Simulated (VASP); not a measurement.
# K (Im-3m) in VASP: a series of runs, part 2 of 2

VASP 6.6.1.

## 3. Single point, r2SCAN

File POSCAR:

```
K
1.0
   -2.6699463634      2.6699463634      2.6699463634
    2.6699463634     -2.6699463634      2.6699463634
    2.6699463634      2.6699463634     -2.6699463634
K
1
Direct
    0.0000000000      0.0000000000      0.0000000000
```

File INCAR.step1:

```
  ALGO = Normal
  EDIFF = 1E-4
  ENCUT = 520
  GGA = PE
  ISMEAR = 1
  LASPH = T
  LCHARG = F
  LREAL = F
  LWAVE = T
  NBANDS = 10
  NELM = 80
  PREC = Accurate
  SIGMA = 1.0
```

File INCAR.step2:

```
  ALGO = Normal
  EDIFF = 1E-6
  ENCUT = 520
  ISIF = 2
  ISMEAR = 1
  ISTART = 1
  LASPH = T
  LCHARG = F
  LMIXTAU = T
  LREAL = F
  LWAVE = F
  METAGGA = R2SCAN
  NBANDS = 10
  NELM = 80
  PREC = Accurate
  SIGMA = 1.0
```

File KPOINTS:

```
k-points
0
Gamma
  8 8 8
```

Potentials or basis: VASP PAW PBE potentials, release 64 (K_sv).

Command:

```sh
cat potpaw_PBE.64/K_sv/POTCAR > POTCAR
cp INCAR.step1 INCAR
mpirun -np 1 vasp_std > vasp.out
cp INCAR.step2 INCAR
mpirun -np 1 vasp_std > vasp.out
```

OUTCAR:

```text
EDIFF = 1E-6
   ENCUT = 520
   ISIF = 2
   ISMEAR = 1
   ISTART = 1
   LASPH = T
   LREAL = F
   METAGGA = R2SCAN
   NELM = 80
   PREC = Accurate

 ion  position               nearest neighbor table
   1  0.000  0.000  0.000-

  LATTYP: Found a body centered cubic cell.
 ALAT       =     5.3398927268

  Lattice vectors:

 A1 = (  -2.6699463634,   2.6699463634,   2.6699463634)
 A2 = (   2.6699463634,  -2.6699463634,   2.6699463634)
 A3 = (   2.6699463634,   2.6699463634,  -2.6699463634)

Analysis of symmetry for initial positions (statically):
=====================================================================
 Subroutine PRICEL returns:
 Original cell was already a primitive cell.

 Routine SETGRP: Setting up the symmetry group for a
 body centered cubic supercell.

 Subroutine GETGRP returns: Found 48 space group operations
 (whereof 48 operations were pure point group operations)
 out of a pool of 48 trial point group operations.

The static configuration has the point symmetry O_h .

Analysis of symmetry for dynamics (positions and initial velocities):
=====================================================================
 Subroutine PRICEL returns:
 Original cell was already a primitive cell.

 Routine SETGRP: Setting up the symmetry group for a
 body centered cubic supercell.

 Subroutine GETGRP returns: Found 48 space group operations
 (whereof 48 operations were pure point group operations)
 out of a pool of 48 trial point group operations.

The dynamic configuration has the point symmetry O_h .

 Subroutine INISYM returns: Found 48 space group operations
 (whereof 48 operations are pure point group operations),
 and found     1 'primitive' translations

----------------------------------------------------------------------------------------

                                     Primitive cell

  volume of cell :      76.1321

  direct lattice vectors                    reciprocal lattice vectors
    -2.669946363  2.669946363  2.669946363     0.000000000  0.187269680  0.187269680
     2.669946363 -2.669946363  2.669946363     0.187269680  0.000000000  0.187269680
     2.669946363  2.669946363 -2.669946363     0.187269680  0.187269680  0.000000000

  length of vectors
     4.624482755  4.624482755  4.624482755     0.264839321  0.264839321  0.264839321

  position of ions in fractional coordinates (direct lattice)
     0.000000000  0.000000000  0.000000000

  ion indices of the primitive-cell ions
   primitive index   ion index
                 1           1

----------------------------------------------------------------------------------------

 KPOINTS: k-points

Automatic generation of k-mesh.
 Grid dimensions read from file:
 generate k-points for:    8    8    8

 Generating k-lattice:

  Cartesian coordinates                     Fractional coordinates (reciprocal lattice)
     0.000000000  0.023408710  0.023408710     0.125000000  0.000000000  0.000000000
     0.023408710  0.000000000  0.023408710     0.000000000  0.125000000  0.000000000
     0.023408710  0.023408710  0.000000000     0.000000000  0.000000000  0.125000000

  Length of vectors
     0.033104915  0.033104915  0.033104915

  Shift w.r.t. Gamma in fractional coordinates (k-lattice)
     0.000000000  0.000000000  0.000000000

 Subroutine IBZKPT returns following result:
 ===========================================

 Found     29 irreducible k-points:

 Following reciprocal coordinates:
            Coordinates               Weight
  0.000000  0.000000  0.000000      1.000000
  0.125000  0.000000  0.000000     12.000000
  0.250000  0.000000  0.000000     12.000000
  0.375000  0.000000  0.000000     12.000000
  0.500000  0.000000  0.000000      6.000000
  0.125000  0.125000  0.000000     24.000000
[... 16 lines left out ...]
 -0.250000  0.250000  0.250000      6.000000
 -0.375000  0.375000  0.250000     24.000000
 [... further k-points ...]
   k-points           NKPTS =     29   k-points in BZ     NKDIM =     29   number of bands    NBANDS=     10
   number of dos      NEDOS =    301   number of ions     NIONS =      1
   total plane-waves  NPLWV =  46656
   dimension x,y,z NGX =    36 NGY =   36 NGZ =   36
   dimension x,y,z NGXF=    72 NGYF=   72 NGZF=   72
   ions per type =               1
   NGX,Y,Z   is equivalent  to a cutoff of  12.94, 12.94, 12.94 a.u.
   NGXF,Y,Z  is equivalent  to a cutoff of  25.88, 25.88, 25.88 a.u.
 SYSTEM =  unknown system
   PREC   = accura    normal or accurate (medium, high low for compatibility)
   ISTART =      1    job   : 0-new  1-cont  2-samecut
   ICHARG =      0    charge: 1-file 2-atom 10-const
   ISPIN  =      1    spin polarized calculation?
   LNONCOLLINEAR =      F non collinear calculations
   LSORBIT =      F    spin-orbit coupling
   LASPH  =      T    aspherical Exc in radial PAW
   ENCUT  =  520.0 eV  38.22 Ry    6.18 a.u.   8.60  8.60  8.60*2*pi/ulx,y,z
   NELM   =     80;   NELMIN=  2; NELMDL=  0     # of ELM steps
   EDIFF  = 0.1E-05   stopping-criterion for ELM
   LREAL  =      F    real-space projection
   EDIFFG = 0.1E-04   stopping-criterion for IOM
   NSW    =      0    number of steps for IOM
   IBRION =     -1    ionic relax: 0-MD 1-quasi-New 2-CG
   NFREE  =      0    steps in history (QN), initial steepest desc. (CG)
   ISIF   =      2    stress and relaxation
   ISYM   =      2    0-nonsym 1-usesym 2-fastsym
   POTIM  = 0.5000    time-step for ionic-motion
   TEBEG  =    0.0;   TEEND  =   0.0 temperature during run
   PSTRESS=    0.0 pullay stress
   NELECT =       9.0000    total number of electrons
   NUPDOWN=      -1.0000    fix difference up-down
   EMIN   =  10.00;   EMAX   =-10.00  energy-range for DOS
   EFERMI =   0.00;   METHOD = LEGACY
   ISMEAR =     1;   SIGMA  =   1.00  broadening in eV -4-tet -1-fermi 0-gaus
   EFERMI_NEDOS =   21; number of points for ismear=-14 and -15
   IALGO  =     38    algorithm
   IMIX   =      4    mixing-type and parameters
     AMIX     =   0.40;   BMIX     =  1.00
     AMIX_MAG =   1.60;   BMIX_MAG =  1.00
  volume/ion in A,a.u.               =      76.13       513.76
  Fermi-wavevector in a.u.,A,eV,Ry     =   0.803464  1.518327  8.783303  0.645555
  Thomas-Fermi vector in A             =   1.911336
   LORBIT       =      0    0 simple, 1 ext, 2 COOP (PROOUT), +10 PAW based schemes
   METAGGA = R2SCAN    functional components
   LHFCALC =     F    Hartree Fock is set to
   AEXX    =    0.0000 exact exchange contribution
   IVDW    =     0    specifies the selected vdW correction
   LEPSILON=     F    determine dielectric tensor
   LRPA    =     F    only Hartree local field effects (RPA)
 non-spin polarized calculation
 Methfessel and Paxton  Order N= 1 SIGMA  =   1.00
  energy-cutoff  :      520.00
  volume of cell :       76.13
 maximum number of plane-waves:      2093
 NGX is ok and might be reduce to    36
   NGX = 17   NGY = 17   NGZ = 17

 number of electron       9.0000001 magnetization

 Free energy of the ion-electron system (eV)
  ---------------------------------------------------
  ext. energy  EPLUGINS =         0.00000000
  ---------------------------------------------------
  free energy    TOTEN  =        -6.00951325 eV

  energy without entropy =       -6.01509669  energy(sigma->0) =       -6.01137439

 E-fermi :  -0.1310     XC(G=0):  -5.8204

 val. band max:       -0.1810976891   @ k =   0.2500   0.2500   0.0000
 cond. band min:      -0.0302985943   @ k =  -0.3750   0.3750   0.2500
 fundamental gap:      0.1507990948
 Fermi energy:        -0.1310192248

 k-point     1 :       0.0000    0.0000    0.0000
  band No.  band energies     occupation
      1     -33.8194      2.00000
      2     -16.4926      2.00000
      3     -16.4926      2.00000
      4     -16.4926      2.00000
      5      -2.3933      2.00627
      6       4.5758     -0.00000
      7       4.5759     -0.00000
      8       4.5759     -0.00000
      9       5.5180     -0.00000
     10       5.5180     -0.00000
[... 287 lines left out ...]
 k-point    24 :      -0.3750    0.3750    0.2500
  band No.  band energies     occupation
      1     -33.8148      2.00000
      2     -16.5383      2.00000
      3     -16.5216      2.00000
      4     -16.5154      2.00000
      5      -0.0303      0.83048
      6       2.0785     -0.00767
      7       3.5111     -0.00000
      8       3.5696     -0.00000
      9       4.8879     -0.00000
     10       6.0049     -0.00000

 [... further k-points ...]

------------------------ aborting loop because EDIFF is reached ----------------------------------------

  FORCE on cell =-STRESS in cart. coord.  units (eV):
  Direction    XX          YY          ZZ          XY          YZ          ZX
  --------------------------------------------------------------------------------------
  -------------------------------------------------------------------------------------
  Total        0.0012861      0.0012861      0.0012861      0.0000000      0.0000000      0.0000000
  in kB        0.0270659      0.0270659      0.0270659      0.0000000      0.0000000      0.0000000
  external PRESSURE =       0.0270659 kB  Pullay stress =       0.0000000 kB

 VOLUME and BASIS-vectors are now :
 -----------------------------------------------------------------------------
  energy-cutoff  :      520.00
  volume of cell :       76.13
      direct lattice vectors                 reciprocal lattice vectors
    -2.669946363  2.669946363  2.669946363     0.000000000  0.187269680  0.187269680
     2.669946363 -2.669946363  2.669946363     0.187269680  0.000000000  0.187269680
     2.669946363  2.669946363 -2.669946363     0.187269680  0.187269680  0.000000000

 POSITION                                       TOTAL-FORCE (eV/Angst)
 -----------------------------------------------------------------------------------
      0.00000      0.00000      0.00000         0.000000      0.000000      0.000000
 -----------------------------------------------------------------------------------
    total drift:                               -0.000000      0.000000      0.000000

  FREE ENERGIE OF THE ION-ELECTRON SYSTEM (eV)
  ---------------------------------------------------
  free  energy   TOTEN  =        -6.0095132475 eV

  energy  without entropy=       -6.0150966876  energy(sigma->0) =       -6.01137439
```

OUTCAR.step1:

```text
EDIFF = 1E-4
   ENCUT = 520
   GGA = PE
   ISMEAR = 1
   LASPH = T
[... 528 lines left out ...]

 POSITION                                       TOTAL-FORCE (eV/Angst)
 -----------------------------------------------------------------------------------
      0.00000      0.00000      0.00000         0.000000     -0.000000      0.000000
 -----------------------------------------------------------------------------------
    total drift:                               -0.000000      0.000000      0.000000

  FREE ENERGIE OF THE ION-ELECTRON SYSTEM (eV)
  ---------------------------------------------------
  free  energy   TOTEN  =        -1.0436329551 eV

  energy  without entropy=       -1.0518036416  energy(sigma->0) =       -1.04635652
```

OSZICAR.step1:

```text
N       E                     dE             d eps       ncg     rms          rms(c)
DAV:   1     0.476751113210E+02    0.47675E+02   -0.36420E+03   580   0.682E+02
DAV:   2     0.637883959053E+00   -0.47037E+02   -0.46246E+02   616   0.192E+02
DAV:   3    -0.992416765182E+00   -0.16303E+01   -0.16233E+01   896   0.298E+01
DAV:   4    -0.104162827315E+01   -0.49212E-01   -0.49115E-01   802   0.419E+00
DAV:   5    -0.104291698088E+01   -0.12887E-02   -0.12885E-02   870   0.521E-01    0.190E+00
DAV:   6    -0.104314160225E+01   -0.22462E-03   -0.14144E-03   902   0.238E-01    0.117E+00
DAV:   7    -0.104357205020E+01   -0.43045E-03   -0.26812E-03   884   0.331E-01    0.510E-02
DAV:   8    -0.104363295513E+01   -0.60905E-04   -0.10338E-04   596   0.120E-01
   1 F= -.10436330E+01 E0= -.10463565E+01  d E =0.817069E-02
```

Wall time 45 s (1 thread of Intel Xeon Platinum 8559C (Emerald Rapids), shared host); peak memory 0.21 GiB.

Results:

| Item | Value |
| --- | --- |
| Free energy | -6.0095 eV |
| Pressure | 0.0 GPa |
| Band gap on the k mesh | zero (an odd number of electrons rules out a gap without spin polarisation) |

Caveat: so wide a smearing shifts energies and pressures; the PAW data sets were made with another functional, which shifts forces and pressure a little.

## 4. Single point, r2SCAN

POSCAR is that of step 3.

File INCAR.step1:

```
SYSTEM = K
PREC     = Accurate       ! precision mode
ENCUT    = 520            ! plane-wave cutoff, eV
ISMEAR   = -1             ! smearing method
SIGMA    = 0.1            ! smearing width, eV
LREAL    = .False.        ! projectors in reciprocal space
LASPH    = .True.         ! aspherical terms in the spheres
NELM     = 60             ! most SCF steps
NBANDS   = 10             ! bands
GGA      = PE             ! functional
ALGO     = Normal         ! electronic algorithm
EDIFF    = 1E-4           ! SCF threshold, eV
LWAVE    = .True.         ! write WAVECAR
LCHARG   = .False.        ! write CHGCAR
```

File INCAR.step2:

```
SYSTEM = K
PREC     = Accurate       ! precision mode
ENCUT    = 520            ! plane-wave cutoff, eV
EDIFF    = 1E-6           ! SCF threshold, eV
ISMEAR   = -1             ! smearing method
SIGMA    = 0.1            ! smearing width, eV
LREAL    = .False.        ! projectors in reciprocal space
LASPH    = .True.         ! aspherical terms in the spheres
NELM     = 60             ! most SCF steps
ALGO     = Normal         ! electronic algorithm
ISIF     = 2              ! what is computed and relaxed
LWAVE    = .False.        ! write WAVECAR
LCHARG   = .False.        ! write CHGCAR
METAGGA  = R2SCAN         ! meta-GGA
LMIXTAU  = .True.       
NBANDS   = 10             ! bands
ISTART   = 1
```

File KPOINTS:

```
regular mesh
0
Gamma
  9 9 9
  0 0 0
```

Command:

```sh
cat potpaw_PBE.64/K_sv/POTCAR > POTCAR
cp INCAR.step1 INCAR
mpirun -np 1 vasp_std > vasp.out
cp INCAR.step2 INCAR
mpirun -np 1 vasp_std > vasp.out
```

Run time: 54 s. Hardware: 1 thread of Intel Xeon Platinum 8559C (Emerald Rapids), shared host; peak memory 0.21 GiB.

It converged, with:

- Free energy: -6.0257 eV
- Pressure: 0.0 GPa
- Band gap on the k mesh: zero (an odd number of electrons rules out a gap without spin polarisation)

Levels at points of the mesh, in eV from the Fermi level:
```csv
k point,band 1,band 2,band 3,band 4,band 5,band 6,band 7,band 8,band 9
"(0.00, 0.00, 0.00)",-33.68,-16.36,-16.36,-16.36,-2.26,4.71,4.71,4.71,5.65
```

Caveat: the PAW data sets were made with another functional, which shifts forces and pressure a little.

## 5. Single point, r2SCAN

POSCAR is that of step 4.

File INCAR.step1:

```
PREC = Accurate ; ENCUT = 520
ISMEAR = -1 ; SIGMA = 0.1
LREAL = F ; LASPH = T
NELM = 60 ; NBANDS = 10
GGA = PE ; ALGO = Normal
EDIFF = 1E-4 ; LWAVE = T
LCHARG = F
```

File INCAR.step2:

```
PREC = Accurate ; ENCUT = 520
EDIFF = 1E-7 ; ISMEAR = -1
SIGMA = 0.1 ; LREAL = F
LASPH = T ; NELM = 60
ALGO = Normal ; ISIF = 2
LWAVE = F ; LCHARG = F
METAGGA = R2SCAN ; LMIXTAU = T
NBANDS = 10 ; ISTART = 1
```

File KPOINTS:

```
Automatic mesh
0
Gamma
  12 12 12
```

Command:

```sh
cat potpaw_PBE.64/K_sv/POTCAR > POTCAR
cp INCAR.step1 INCAR
mpirun -np 1 vasp_std > vasp.out
cp INCAR.step2 INCAR
mpirun -np 1 vasp_std > vasp.out
```

Run time: 1.7 min. Hardware: 1 thread of Intel Xeon Platinum 8559C (Emerald Rapids), shared host; peak memory 0.23 GiB.

It converged, with:

| Property | Result |
| --- | --- |
| Free energy | -6.0239 eV |
| Pressure | 0.0 GPa |
| Band gap on the k mesh | zero (an odd number of electrons rules out a gap without spin polarisation) |

Levels at points of the mesh, in eV from the Fermi level:
```tsv
k point	band 1	band 2	band 3	band 4	band 5	band 6	band 7	band 8	band 9
(0.00, 0.00, 0.00)	-33.67	-16.35	-16.35	-16.35	-2.25	4.72	4.72	4.72	5.67
(0.50, 0.00, 0.00)	-33.67	-16.41	-16.37	-16.35	0.58	0.63	3.48	5.37	6.22
(0.50, 0.50, 0.50)	-33.67	-16.39	-16.39	-16.39	1.80	1.80	3.68	3.68	3.68
```

Caveat: the PAW data sets were made with another functional, which shifts forces and pressure a little.

## 6. Overview

| k mesh | smearing | gap on the mesh (eV) | pressure (GPa) |
| --- | --- | --- | --- |
| 8 × 8 × 8 | methfessel-paxton 0.3 eV | none | 0.0 |
| 8 × 8 × 8 | methfessel-paxton 1 eV | none | 0.0 |
| 9 × 9 × 9 | fermi-dirac 0.1 eV | none | 0.0 |
| 12 × 12 × 12 | fermi-dirac 0.1 eV | none | 0.0 |

Alike in all rows: task single point; level r2SCAN; potentials or basis VASP PAW PBE potentials, release 64 (K_sv); no spin polarisation; cell as given; cutoff (eV) 520.

Caveats: the PAW data sets were made with another functional, which shifts forces and pressure a little; so wide a smearing shifts energies and pressures (at least some runs).

Total energies depend on the potentials used, so only differences within one code and one set of settings carry meaning.

The gap in the log of VASP goes by the Fermi energy; the results here count the filled bands.